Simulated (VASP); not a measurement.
# RbCaH3 (P4/mmm) in VASP: a series of runs, part 2 of 2

VASP 6.6.1.

### 3 Single point, LDA

This run uses another cell than the first one, of the same volume but with other edges.

INCAR reads:

```
SYSTEM = RbCaH3
ALGO = Normal
EDIFF = 1E-6
ENCUT = 520
GGA = CA
ISIF = 2
ISMEAR = 0
LASPH = .TRUE.
LCHARG = .TRUE.
LELF = .TRUE.
LREAL = .FALSE.
LVHAR = .TRUE.
LWAVE = .FALSE.
NBANDS = 19
NELM = 80
PREC = Accurate
SIGMA = 0.05
```

KPOINTS reads:

```
k-points
0
G
  6 6 6
  0 0 0
```

POSCAR reads:

```
RbCaH3
1.0
    4.0511204034      0.0000000000      0.0000000000
    0.0000000000      4.0511204034      0.0000000000
    0.0000000000      0.0000000000      5.7282842505
Rb Ca H
1 1 3
Direct
    0.0000000000      0.0000000000      0.0000000000
    0.5000000000      0.5000000000      0.5000000000
    0.0000000000      0.5000000000      0.5000000000
    0.5000000000      0.0000000000      0.5000000000
    0.5000000000      0.5000000000      0.0000000000
```

Potentials or basis: VASP PAW LDA potentials, release 64 (Rb_sv, Ca_sv, H).

The run is started by

```bash
$ cat potpaw_LDA.64/Rb_sv/POTCAR potpaw_LDA.64/Ca_sv/POTCAR potpaw_LDA.64/H/POTCAR > POTCAR
$ mpirun -np 1 vasp_std > vasp.out
```

OUTCAR:

```text
SYSTEM = RbCaH3
   EDIFF = 1E-6
   ENCUT = 520
   GGA = CA
   ISIF = 2
   ISMEAR = 0
   LASPH = .TRUE.
   LREAL = .FALSE.
   NELM = 80
   PREC = Accurate

 ion  position               nearest neighbor table
   1  0.000  0.000  0.000-   5 2.86   5 2.86   5 2.86   5 2.86   2 4.05   2 4.05   2 4.05   2 4.05
                             2 4.05   2 4.05   2 4.05   2 4.05
   2  0.500  0.500  0.500-   3 2.03   4 2.03   4 2.03   3 2.03   1 4.05   1 4.05   1 4.05   1 4.05
                             1 4.05   1 4.05   1 4.05   1 4.05
   3  0.000  0.500  0.500-   2 2.03   2 2.03
   4  0.500  0.000  0.500-   2 2.03   2 2.03
   5  0.500  0.500  0.000-   1 2.86   1 2.86   1 2.86   1 2.86

  LATTYP: Found a simple tetragonal cell.
 ALAT       =     4.0511204034
 C/A-ratio  =     1.4140000000

  Lattice vectors:

 A1 = (   4.0511204034,   0.0000000000,   0.0000000000)
 A2 = (   0.0000000000,   4.0511204034,   0.0000000000)
 A3 = (   0.0000000000,   0.0000000000,   5.7282842505)

Analysis of symmetry for initial positions (statically):
=====================================================================
 Subroutine PRICEL returns:
 Original cell was already a primitive cell.

 Routine SETGRP: Setting up the symmetry group for a
 simple tetragonal supercell.

 Subroutine GETGRP returns: Found 16 space group operations
 (whereof 16 operations were pure point group operations)
 out of a pool of 16 trial point group operations.

The static configuration has the point symmetry D_4h.

Analysis of symmetry for dynamics (positions and initial velocities):
=====================================================================
 Subroutine PRICEL returns:
 Original cell was already a primitive cell.

 Routine SETGRP: Setting up the symmetry group for a
 simple tetragonal supercell.

[... 121 lines left out ...]
   NELECT =      22.0000    total number of electrons
   NUPDOWN=      -1.0000    fix difference up-down
   EMIN   =  10.00;   EMAX   =-10.00  energy-range for DOS
   EFERMI =   0.00;   METHOD = LEGACY
   ISMEAR =     0;   SIGMA  =   0.05  broadening in eV -4-tet -1-fermi 0-gaus
   EFERMI_NEDOS =   21; number of points for ismear=-14 and -15
   IALGO  =     38    algorithm
   IMIX   =      4    mixing-type and parameters
     AMIX     =   0.40;   BMIX     =  1.00
     AMIX_MAG =   1.60;   BMIX_MAG =  1.00
  volume/ion in A,a.u.               =      18.80       126.88
  Fermi-wavevector in a.u.,A,eV,Ry     =   1.008844  1.906439 13.847556  1.017767
  Thomas-Fermi vector in A             =   2.141736
   LORBIT       =      0    0 simple, 1 ext, 2 COOP (PROOUT), +10 PAW based schemes
   GGA     = CA    functional components
   LHFCALC =     F    Hartree Fock is set to
   AEXX    =    0.0000 exact exchange contribution
   IVDW    =     0    specifies the selected vdW correction
   LEPSILON=     F    determine dielectric tensor
   LRPA    =     F    only Hartree local field effects (RPA)
 non-spin polarized calculation
 Gauss-broadening in eV      SIGMA  =   0.05
  energy-cutoff  :      520.00
  volume of cell :       94.01
 maximum number of plane-waves:      2569
   NGX = 15   NGY = 15   NGZ = 21

 number of electron      21.9999995 magnetization

 Free energy of the ion-electron system (eV)
  ---------------------------------------------------
  ext. energy  EPLUGINS =         0.00000000
  ---------------------------------------------------
  free energy    TOTEN  =       -15.04584600 eV

  energy without entropy =      -15.04584600  energy(sigma->0) =      -15.04584600

 E-fermi :  -0.7160     XC(G=0):  -8.1441

 val. band max:       -1.0207376913   @ k =   0.5000   0.5000   0.0000
 cond. band min:       1.5370950500   @ k =   0.5000   0.0000   0.5000
 fundamental gap:      2.5578327413
 Fermi energy:        -0.7160318621

 k-point     1 :       0.0000    0.0000    0.0000
  band No.  band energies     occupation
      1     -39.2807      2.00000
      2     -26.6465      2.00000
      3     -20.7520      2.00000
      4     -20.5430      2.00000
      5     -20.5430      2.00000
      6     -10.9033      2.00000
[... 505 lines left out ...]
      6     -11.1015      2.00000
[... 11 lines left out ...]
     18       6.3463      0.00000
     19       6.4734      0.00000

 [... further k-points ...]
[... 5 lines left out ...]
  --------------------------------------------------------------------------------------
  -------------------------------------------------------------------------------------
  Total        2.7851519      2.7851519     -3.4797881      0.0000000      0.0000000      0.0000000
  in kB       47.4662159     47.4662159    -59.3046184      0.0000000      0.0000000      0.0000000
  external PRESSURE =      11.8759378 kB  Pullay stress =       0.0000000 kB

 VOLUME and BASIS-vectors are now :
 -----------------------------------------------------------------------------
  energy-cutoff  :      520.00
  volume of cell :       94.01
      direct lattice vectors                 reciprocal lattice vectors
     4.051120403  0.000000000  0.000000000     0.246845292  0.000000000  0.000000000
     0.000000000  4.051120403  0.000000000     0.000000000  0.246845292  0.000000000
     0.000000000  0.000000000  5.728284250     0.000000000  0.000000000  0.174572342

 POSITION                                       TOTAL-FORCE (eV/Angst)
 -----------------------------------------------------------------------------------
      0.00000      0.00000      0.00000         0.000000      0.000000      0.000000
      2.02556      2.02556      2.86414         0.000000      0.000000      0.000000
      0.00000      2.02556      2.86414         0.000000      0.000000      0.000000
      2.02556      0.00000      2.86414         0.000000      0.000000      0.000000
      2.02556      2.02556      0.00000         0.000000      0.000000      0.000000
 -----------------------------------------------------------------------------------
    total drift:                                0.000000      0.000000      0.000000

  FREE ENERGIE OF THE ION-ELECTRON SYSTEM (eV)
  ---------------------------------------------------
  free  energy   TOTEN  =       -15.0458459957 eV

  energy  without entropy=      -15.0458459957  energy(sigma->0) =      -15.04584600
```

OSZICAR:

```text
N       E                     dE             d eps       ncg     rms          rms(c)
DAV:   1     0.142046388241E+03    0.14205E+03   -0.10301E+04  1520   0.103E+03
DAV:   2    -0.764807186826E+01   -0.14969E+03   -0.14621E+03  1768   0.258E+02
DAV:   3    -0.166973977279E+02   -0.90493E+01   -0.90208E+01  2656   0.541E+01
DAV:   4    -0.169222112716E+02   -0.22481E+00   -0.22452E+00  2078   0.749E+00
DAV:   5    -0.169305658257E+02   -0.83546E-02   -0.83535E-02  2230   0.970E-01    0.724E+00
DAV:   6    -0.155121829630E+02    0.14184E+01   -0.12135E+00  1719   0.402E+00    0.390E+00
DAV:   7    -0.150429411580E+02    0.46924E+00   -0.16230E+00  1924   0.444E+00    0.127E+00
DAV:   8    -0.150493412476E+02   -0.64001E-02   -0.14643E-01  2054   0.169E+00    0.265E-01
DAV:   9    -0.150458958350E+02    0.34454E-02   -0.12063E-02  1941   0.486E-01    0.961E-02
DAV:  10    -0.150458913591E+02    0.44758E-05   -0.17178E-03  2078   0.206E-01    0.494E-02
DAV:  11    -0.150458558446E+02    0.35515E-04   -0.32219E-04  1858   0.783E-02    0.176E-02
DAV:  12    -0.150458458963E+02    0.99483E-05   -0.47413E-05  2399   0.353E-02    0.631E-03
DAV:  13    -0.150458459957E+02   -0.99415E-07   -0.27747E-06  1602   0.930E-03
   1 F= -.15045846E+02 E0= -.15045846E+02  d E =-.194118E-19
```

stdout:

```text
POSCAR found type information on POSCAR RbCaH
 POSCAR found :  3 types and       5 ions
 scaLAPACK will be used
 LDA part: xc-table for (Slater(with rela. corr.)+CA(PZ))
 , standard interpolation
 POSCAR, INCAR and KPOINTS ok, starting setup
 FFT: planning ... GRIDC
 FFT: planning ... GRID_SOFT
 FFT: planning ... GRID
 WAVECAR not read
 entering main loop
```

Wall time 2 min (1 thread of Intel Xeon 8259CL, shared host); peak memory 0.22 GiB.

What came out:

```yaml
Free_energy: -15.0458 eV
Pressure: 1.2 GPa
Band_gap_on_the_k_mesh: 2.56 eV (least direct gap 2.59 eV)
```

Stress tensor (GPa, compression positive):
```
 4.75  0.00  0.00
 0.00  4.75  0.00
 0.00  0.00 -5.93
```

Caveat: the stress differs along the axes, from -6 to 5 GPa. A k mesh can miss the band edges.

### 4 Single point, LDA

This run uses another cell than the first one, of the same volume but with other edges.

INCAR reads:

```
SYSTEM = RbCaH3
ALGO     = Normal         ! electronic algorithm
EDIFF    = 1E-7           ! SCF threshold, eV
ENCUT    = 520            ! plane-wave cutoff, eV
ISIF     = 2              ! what is computed and relaxed
ISMEAR   = 0              ! smearing method
LASPH    = .True.         ! aspherical terms in the spheres
LCHARG   = .False.        ! write CHGCAR
LREAL    = .False.        ! projectors in reciprocal space
LWAVE    = .False.        ! write WAVECAR
NBANDS   = 19             ! bands
NELM     = 60             ! most SCF steps
PREC     = Accurate       ! precision mode
SIGMA    = 0.05           ! smearing width, eV
```

KPOINTS reads:

```
k-points
0
Gamma
  6 6 6
  0 0 0
```

Edit POSCAR of step 3 so:

```diff
@@ -2,5 +2,5 @@
 1.0
-    4.0511204034      0.0000000000      0.0000000000
-    0.0000000000      4.0511204034      0.0000000000
-    0.0000000000      0.0000000000      5.7282842505
+    4.8001187219      0.0000000000      0.0000000000
+    0.0000000000      4.8001187219      0.0000000000
+    0.0000000000      0.0000000000      4.0801009136
 Rb Ca H
```

The run is started by

```bash
$ cat potpaw_LDA.64/Rb_sv/POTCAR potpaw_LDA.64/Ca_sv/POTCAR potpaw_LDA.64/H/POTCAR > POTCAR
$ mpirun -np 1 vasp_std > vasp.out
```

It took 1.8 min on 1 thread of Intel Xeon 8259CL, shared host; peak memory 0.21 GiB.

It converged, with:

- Free energy: -15.5850 eV
- Pressure: -1.5 GPa
- Band gap on the k mesh: 2.75 eV (least direct gap 2.80 eV)

Stress tensor (GPa, compression positive):
```
-4.08  0.00  0.00
 0.00 -4.08  0.00
 0.00  0.00  3.53
```

Levels at points of the mesh, in eV from the valence-band top:
| k point | band 9 | band 10 | band 11 | band 12 | band 13 | band 14 |
| --- | --- | --- | --- | --- | --- | --- |
| (0.00, 0.00, 0.00) | -2.98 | -0.62 | -0.55 | 5.33 | 6.07 | 6.07 |
| (0.50, 0.00, 0.00) | -1.95 | -0.99 | -0.34 | 5.15 | 5.24 | 5.52 |
| (0.50, 0.50, 0.00) | -1.72 | -0.24 | -0.24 | 2.75 | 4.65 | 5.39 |
| (0.00, 0.00, 0.50) | -1.24 | -0.57 | -0.07 | 4.90 | 4.90 | 5.59 |
| (0.50, 0.00, 0.50) | -1.09 | -0.05 | 0.00 | 2.80 | 4.36 | 4.46 |
| (0.50, 0.50, 0.50) | -0.34 | -0.34 | -0.14 | 3.88 | 3.88 | 4.44 |

Caveat: the stress differs along the axes, from -4 to 4 GPa. A k mesh can miss the band edges.

### 5 Summary

| cell | gap on the mesh (eV) | pressure (GPa) |
| --- | --- | --- |
| a = 5.104, b = 5.104, c = 3.609 Å, 5 atoms | 2.26 | 1.6 |
| a = 4.051, b = 4.051, c = 5.728 Å, 5 atoms | 2.56 | 1.2 |
| a = 4.800, b = 4.800, c = 4.080 Å, 5 atoms | 2.75 | -1.5 |

Alike in all rows: task single point; level LDA; potentials or basis VASP PAW LDA potentials, release 64 (Rb_sv, Ca_sv, H); no spin polarisation; k mesh 6 × 6 × 6; cutoff (eV) 520; smearing gaussian 0.05 eV.

Caveats: the stress differs along the axes, from -6 to 16 GPa (at least some runs); the stress differs along the axes, from -6 to 5 GPa (at least some runs); the stress differs along the axes, from -4 to 4 GPa (at least some runs).

Absolute energies hang on the potentials; compare differences alone.
